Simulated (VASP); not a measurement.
# GaN (F-43m) in VASP: settings compared

GaN is run at these levels: PBE-based screened hybrid, HSE06; tasks: single point.

All numbers are computed with VASP 6.6.1; they aren't measurements. Logs are shortened: lines on timing, memory, paths and dates and some standing lists are left out, and cuts for length are marked.

## Step 1: The cell of the first run

It takes space group F-43m (No. 216, cubic). The conventional cell has a = 4.498 Å, b = 4.498 Å, c = 4.498 Å, α = 90.00°, β = 90.00°, γ = 90.00°. Ga (site symmetry -43m) has 4 N at 1.95 Å within 2.6 Å. Within 2.6 Å of N (site symmetry -43m) lie 4 Ga at 1.95 Å.

## Step 2: Single point, PBE-based screened hybrid

File POSCAR:

```
GaN
1.0
    0.0000000000      2.2489525415      2.2489525415
    2.2489525415      0.0000000000      2.2489525415
    2.2489525415      2.2489525415      0.0000000000
Ga N
1 1
Direct
    0.0000000000      0.0000000000      0.0000000000
    0.2500000000      0.2500000000      0.2500000000
```

File INCAR.step1:

```
SYSTEM = GaN
PREC = Accurate
ENCUT = 520
EDIFF = 1E-5
ISMEAR = 0
SIGMA = 0.01
LREAL = .False.
LASPH = .True.
NELM = 80
ALGO = Normal
ISIF = 2
LWAVE = .True.
LCHARG = .False.
GGA = PE
NBANDS = 16
```

File INCAR.step2:

```
SYSTEM = GaN
PREC = Accurate
ENCUT = 520
EDIFF = 1E-6
ISMEAR = 0
SIGMA = 0.01
LREAL = .False.
LASPH = .True.
NELM = 80
ALGO = Normal
ISIF = 2
LWAVE = .False.
LCHARG = .False.
GGA = PE
LHFCALC = .True.
AEXX = 0.75
HFSCREEN = 0.3
PRECFOCK = Normal
ISTART = 1
NBANDS = 16
```

File KPOINTS:

```
regular mesh
0
Gamma
  4 4 4
  0 0 0
```

Potentials or basis: VASP PAW PBE potentials, release 64 (Ga_d, N).

Launch:

```
cat potpaw_PBE.64/Ga_d/POTCAR potpaw_PBE.64/N/POTCAR > POTCAR
cp INCAR.step1 INCAR
mpirun -np 1 vasp_std > vasp.out
cp INCAR.step2 INCAR
mpirun -np 1 vasp_std > vasp.out
```

OUTCAR:

```text
SYSTEM = GaN
   PREC = Accurate
   ENCUT = 520
   EDIFF = 1E-6
   ISMEAR = 0
   LREAL = .False.
   LASPH = .True.
   NELM = 80
   ISIF = 2
   GGA = PE
   LHFCALC = .True.
   AEXX = 0.75
   HFSCREEN = 0.3
   PRECFOCK = Normal
   ISTART = 1

 ion  position               nearest neighbor table
   1  0.000  0.000  0.000-   2 1.95   2 1.95   2 1.95   2 1.95
   2  0.250  0.250  0.250-   1 1.95   1 1.95   1 1.95   1 1.95

  LATTYP: Found a face centered cubic cell.
 ALAT       =     4.4979050830

  Lattice vectors:

 A1 = (   0.0000000000,   2.2489525415,   2.2489525415)
 A2 = (   2.2489525415,   0.0000000000,   2.2489525415)
 A3 = (   2.2489525415,   2.2489525415,   0.0000000000)

Analysis of symmetry for initial positions (statically):
=====================================================================
 Subroutine PRICEL returns:
 Original cell was already a primitive cell.

 Routine SETGRP: Setting up the symmetry group for a
 face centered cubic supercell.

 Subroutine GETGRP returns: Found 24 space group operations
 (whereof 24 operations were pure point group operations)
 out of a pool of 48 trial point group operations.

The static configuration has the point symmetry T_d .

Analysis of symmetry for dynamics (positions and initial velocities):
=====================================================================
 Subroutine PRICEL returns:
 Original cell was already a primitive cell.

 Routine SETGRP: Setting up the symmetry group for a
 face centered cubic supercell.

 Subroutine GETGRP returns: Found 24 space group operations
 (whereof 24 operations were pure point group operations)
 out of a pool of 48 trial point group operations.

The dynamic configuration has the point symmetry T_d .

 Subroutine INISYM returns: Found 24 space group operations
 (whereof 24 operations are pure point group operations),
 and found     1 'primitive' translations

----------------------------------------------------------------------------------------

                                     Primitive cell

  volume of cell :      22.7494

  direct lattice vectors                    reciprocal lattice vectors
     0.000000000  2.248952542  2.248952542    -0.222325723  0.222325723  0.222325723
     2.248952542  0.000000000  2.248952542     0.222325723 -0.222325723  0.222325723
     2.248952542  2.248952542  0.000000000     0.222325723  0.222325723 -0.222325723

  length of vectors
     3.180499185  3.180499185  3.180499185     0.385079448  0.385079448  0.385079448

  position of ions in fractional coordinates (direct lattice)
     0.000000000  0.000000000  0.000000000
     0.250000000  0.250000000  0.250000000

  ion indices of the primitive-cell ions
   primitive index   ion index
                 1           1
                 2           2

----------------------------------------------------------------------------------------

 KPOINTS: regular mesh

Automatic generation of k-mesh.
 Grid dimensions read from file:
 generate k-points for:    4    4    4

 Generating k-lattice:

  Cartesian coordinates                     Fractional coordinates (reciprocal lattice)
    -0.055581431  0.055581431  0.055581431     0.250000000  0.000000000  0.000000000
     0.055581431 -0.055581431  0.055581431     0.000000000  0.250000000  0.000000000
     0.055581431  0.055581431 -0.055581431     0.000000000  0.000000000  0.250000000

  Length of vectors
     0.096269862  0.096269862  0.096269862

  Shift w.r.t. Gamma in fractional coordinates (k-lattice)
     0.000000000  0.000000000  0.000000000

 Subroutine IBZKPT returns following result:
 ===========================================

 Found      8 irreducible k-points:

 Following reciprocal coordinates:
            Coordinates               Weight
  0.000000  0.000000  0.000000      1.000000
  0.250000  0.000000  0.000000      8.000000
  0.500000  0.000000  0.000000      4.000000
  0.250000  0.250000  0.000000      6.000000
  0.500000  0.250000  0.000000     24.000000
 -0.250000  0.250000  0.000000     12.000000
  0.500000  0.500000  0.000000      3.000000
 -0.250000  0.500000  0.250000      6.000000
   k-points           NKPTS =      8   k-points in BZ     NKDIM =     64   number of bands    NBANDS=     16
   number of dos      NEDOS =    301   number of ions     NIONS =      2
   total plane-waves  NPLWV =  13824
   dimension x,y,z NGX =    24 NGY =   24 NGZ =   24
   dimension x,y,z NGXF=    48 NGYF=   48 NGZF=   48
   ions per type =               1   1
   NGX,Y,Z   is equivalent  to a cutoff of  12.54, 12.54, 12.54 a.u.
   NGXF,Y,Z  is equivalent  to a cutoff of  25.09, 25.09, 25.09 a.u.
 SYSTEM =  GaN
   PREC   = accura    normal or accurate (medium, high low for compatibility)
   ISTART =      1    job   : 0-new  1-cont  2-samecut
   ICHARG =      0    charge: 1-file 2-atom 10-const
   ISPIN  =      1    spin polarized calculation?
   LNONCOLLINEAR =      F non collinear calculations
   LSORBIT =      F    spin-orbit coupling
   LASPH  =      T    aspherical Exc in radial PAW
   ENCUT  =  520.0 eV  38.22 Ry    6.18 a.u.   5.91  5.91  5.91*2*pi/ulx,y,z
   NELM   =     80;   NELMIN=  2; NELMDL=  0     # of ELM steps
   EDIFF  = 0.1E-05   stopping-criterion for ELM
   LREAL  =      F    real-space projection
   EDIFFG = 0.1E-04   stopping-criterion for IOM
   NSW    =      0    number of steps for IOM
   IBRION =     -1    ionic relax: 0-MD 1-quasi-New 2-CG
   NFREE  =      0    steps in history (QN), initial steepest desc. (CG)
   ISIF   =      2    stress and relaxation
   ISYM   =      3    0-nonsym 1-usesym 2-fastsym
   POTIM  = 0.5000    time-step for ionic-motion
   TEBEG  =    0.0;   TEEND  =   0.0 temperature during run
   PSTRESS=    0.0 pullay stress
   NELECT =      18.0000    total number of electrons
   NUPDOWN=      -1.0000    fix difference up-down
   EMIN   =  10.00;   EMAX   =-10.00  energy-range for DOS
   EFERMI =   0.00;   METHOD = LEGACY
   ISMEAR =     0;   SIGMA  =   0.01  broadening in eV -4-tet -1-fermi 0-gaus
   EFERMI_NEDOS =   21; number of points for ismear=-14 and -15
   IALGO  =     38    algorithm
   IMIX   =      1    mixing-type and parameters
     AMIX     =   0.40;   BMIX     =  1.00
     AMIX_MAG =   1.60;   BMIX_MAG =  1.00
  volume/ion in A,a.u.               =      11.37        76.76
  Fermi-wavevector in a.u.,A,eV,Ry     =   1.514173  2.861371 31.194330  2.292719
  Thomas-Fermi vector in A             =   2.623866
   LORBIT       =      0    0 simple, 1 ext, 2 COOP (PROOUT), +10 PAW based schemes
   GGA     = PE    functional components
   LHFCALC =     T    Hartree Fock is set to
   PRECFOCK=normal    Normal, Fast or Accurate (Low or Medium for compatibility)
   ENCUT4O =  -1.0   cutoff for four orbital integrals eV
   NKREDX  =     1    reduce k-point grid by
   NKREDY  =     1    reduce k-point grid by
   NKREDZ  =     1    reduce k-point grid by
   AEXX    =    0.7500 exact exchange contribution
   HFSCREEN=    0.3000 screening length (either q_TF or 0.3 A-1)
   HFSCREENC=   0.3000 screening length for correlation (either q_TF or 0.3 A-1)
   ENCUTFOCK=  -1.0 apply spherical cutoff to Coloumb kernel
   IVDW    =     0    specifies the selected vdW correction
   LEPSILON=     F    determine dielectric tensor
   LRPA    =     F    only Hartree local field effects (RPA)
 non-spin polarized calculation
 Gauss-broadening in eV      SIGMA  =   0.01
  energy-cutoff  :      520.00
  volume of cell :       22.75
 maximum number of plane-waves:       620
  NGX = 18; NGY = 18; NGZ = 18

 number of electron      18.0000009 magnetization

 Free energy of the ion-electron system (eV)
  ---------------------------------------------------
  ext. energy  EPLUGINS =         0.00000000
  ---------------------------------------------------
  free energy    TOTEN  =       -19.26544273 eV

  energy without entropy =      -19.26544273  energy(sigma->0) =      -19.26544273

 E-fermi :   3.1667     XC(G=0):  -5.8230

 val. band max:        3.1203670803   @ k =   0.0000   0.0000   0.0000
 cond. band min:       8.3423719341   @ k =   0.0000   0.0000   0.0000
 fundamental gap:      5.2220048538
 Fermi energy:         3.1667205274

 k-point     1 :       0.0000    0.0000    0.0000
  band No.  band energies     occupation
      1     -17.0161      2.00000
      2     -16.5944      2.00000
      3     -16.5944      2.00000
      4     -16.5944      2.00000
      5     -16.2721      2.00000
      6     -16.2721      2.00000
[... 8 lines left out ...]
     15      26.2801      0.00000
     16      26.2801      0.00000

 k-point     2 :       0.2500    0.0000    0.0000
  band No.  band energies     occupation
      1     -17.2553      2.00000
      2     -16.5397      2.00000
      3     -16.5397      2.00000
      4     -16.2706      2.00000
      5     -16.2706      2.00000
      6     -15.2706      2.00000
[... 8 lines left out ...]
     15      24.1328      0.00000
     16      24.1328      0.00000

 k-point     3 :       0.5000    0.0000    0.0000
  band No.  band energies     occupation
      1     -17.3859      2.00000
      2     -16.5076      2.00000
      3     -16.5076      2.00000
      4     -16.2449      2.00000
      5     -16.2449      2.00000
      6     -13.4564      2.00000
[... 8 lines left out ...]
     15      28.0638      0.00000
     16      28.0638      0.00000

 k-point     4 :       0.2500    0.2500    0.0000
  band No.  band energies     occupation
      1     -17.2857      2.00000
      2     -16.4729      2.00000
      3     -16.4729      2.00000
      4     -16.3552      2.00000
      5     -16.2412      2.00000
      6     -14.9342      2.00000
[... 8 lines left out ...]
     15      29.0456      0.00000
     16      30.5753      0.00000

 k-point     5 :       0.5000    0.2500    0.0000
  band No.  band energies     occupation
      1     -17.3798      2.00000
      2     -16.4655      2.00000
      3     -16.4183      2.00000
      4     -16.3365      2.00000
      5     -16.2352      2.00000
      6     -13.1368      2.00000
[... 8 lines left out ...]
     15      29.4538      0.00000
     16      29.6404      0.00000

 k-point     6 :      -0.2500    0.2500    0.0000
  band No.  band energies     occupation
      1     -17.3456      2.00000
      2     -16.4960      2.00000
      3     -16.4660      2.00000
      4     -16.2864      2.00000
      5     -16.2774      2.00000
      6     -13.7070      2.00000
[... 8 lines left out ...]
     15      25.6605      0.00000
     16      29.6932      0.00000

 k-point     7 :       0.5000    0.5000    0.0000
  band No.  band energies     occupation
      1     -17.4242      2.00000
      2     -16.4391      2.00000
      3     -16.3398      2.00000
      4     -16.3398      2.00000
      5     -16.2102      2.00000
      6     -12.6925      2.00000
[... 8 lines left out ...]
     15      30.3083      0.00000
     16      32.6160      0.00000

 k-point     8 :      -0.2500    0.5000    0.2500
  band No.  band energies     occupation
      1     -17.3924      2.00000
      2     -16.4477      2.00000
      3     -16.4107      2.00000
      4     -16.3065      2.00000
      5     -16.2604      2.00000
      6     -12.4825      2.00000
[... 8 lines left out ...]
     15      27.0556      0.00000
     16      32.7771      0.00000

------------------------ aborting loop because EDIFF is reached ----------------------------------------

  FORCE on cell =-STRESS in cart. coord.  units (eV):
  Direction    XX          YY          ZZ          XY          YZ          ZX
  --------------------------------------------------------------------------------------
  -------------------------------------------------------------------------------------
  Total       -1.4078791     -1.4078791     -1.4078791      0.0000000      0.0000000     -0.0000000
  in kB      -99.1528193    -99.1528193    -99.1528193      0.0000000      0.0000000     -0.0000000
  external PRESSURE =     -99.1528193 kB  Pullay stress =       0.0000000 kB

 VOLUME and BASIS-vectors are now :
 -----------------------------------------------------------------------------
  energy-cutoff  :      520.00
  volume of cell :       22.75
      direct lattice vectors                 reciprocal lattice vectors
     0.000000000  2.248952542  2.248952542    -0.222325723  0.222325723  0.222325723
     2.248952542  0.000000000  2.248952542     0.222325723 -0.222325723  0.222325723
     2.248952542  2.248952542  0.000000000     0.222325723  0.222325723 -0.222325723

 POSITION                                       TOTAL-FORCE (eV/Angst)
 -----------------------------------------------------------------------------------
      0.00000      0.00000      0.00000         0.000000      0.000000      0.000000
      1.12448      1.12448      1.12448        -0.000000     -0.000000     -0.000000
 -----------------------------------------------------------------------------------
    total drift:                               -0.000078     -0.000098     -0.000053

  FREE ENERGIE OF THE ION-ELECTRON SYSTEM (eV)
  ---------------------------------------------------
  free  energy   TOTEN  =       -19.2654427293 eV

  energy  without entropy=      -19.2654427293  energy(sigma->0) =      -19.26544273
```

It took 3.5 min on 1 thread of Intel Xeon Platinum 8559C (Emerald Rapids), shared host; peak memory 0.25 GiB.

Results:

```
Free energy            : -19.2654 eV
Pressure               : -9.9 GPa
Band gap on the k mesh : 5.22 eV, direct
```

Levels at points of the mesh, in eV from the valence-band top:
```
           k point  band 7  band 8  band 9  band 10  band 11  band 12
(0.00, 0.00, 0.00)    0.00    0.00    0.00     5.22    14.57    14.57
(0.50, 0.00, 0.00)   -8.22   -1.14   -1.14     8.54    13.09    14.37
(0.50, 0.50, 0.00)   -7.15   -3.20   -3.20     6.22    10.55    16.78
```

Caveat: the k points lie up to 0.60 Å⁻¹ apart; the PAW data sets were made with another functional, which shifts forces and pressure a little.

## Step 3: Single point, PBE-based screened hybrid

POSCAR is that of step 2.

File INCAR.step1:

```
PREC = Accurate
ENCUT = 520
EDIFF = 1E-5
ISMEAR = 0
SIGMA = 0.01
LREAL = False
LASPH = True
NELM = 60
ALGO = Normal
ISIF = 2
LWAVE = True
LCHARG = False
NBANDS = 16
GGA = PE
```

File INCAR.step2:

```
PREC = Accurate
ENCUT = 520
EDIFF = 1E-7
ISMEAR = 0
SIGMA = 0.01
LREAL = False
LASPH = True
NELM = 60
ALGO = Normal
ISIF = 2
LWAVE = False
LCHARG = False
GGA = PE
LHFCALC = True
AEXX = 0.3
HFSCREEN = 0.5
PRECFOCK = Normal
NBANDS = 16
ISTART = 1
```

File KPOINTS:

```
regular mesh
0
Gamma
  4 4 4
```

Potentials or basis: VASP PAW PBE potentials, release 64 (Ga_d, N).

Launch:

```
cat potpaw_PBE.64/Ga_d/POTCAR potpaw_PBE.64/N/POTCAR > POTCAR
cp INCAR.step1 INCAR
mpirun -np 1 vasp_std > vasp.out
cp INCAR.step2 INCAR
mpirun -np 1 vasp_std > vasp.out
```

Wall time 3.9 min (1 thread of Intel Xeon Platinum 8559C (Emerald Rapids), shared host); peak memory 0.24 GiB.

The run converged. Its results:

| Item | Value |
| --- | --- |
| Free energy | -14.0241 eV |
| Pressure | 0.7 GPa |
| Band gap on the k mesh | 2.61 eV, direct |

Levels at points of the mesh, in eV from the valence-band top:
```csv
k point,band 6,band 7,band 8,band 9,band 10,band 11,band 12,band 13
"(0.00, 0.00, 0.00)",-15.43,0.00,0.00,0.00,2.61,11.45,11.45,11.45
"(0.50, 0.00, 0.00)",-13.67,-7.41,-1.03,-1.03,5.67,9.93,11.43,11.43
"(0.50, 0.50, 0.00)",-13.09,-6.46,-2.87,-2.87,4.02,7.71,13.11,15.56
```

Caveat: the k points lie up to 0.60 Å⁻¹ apart; the PAW data sets were made with another functional, which shifts forces and pressure a little.

(Continued in part 2 of 2.)
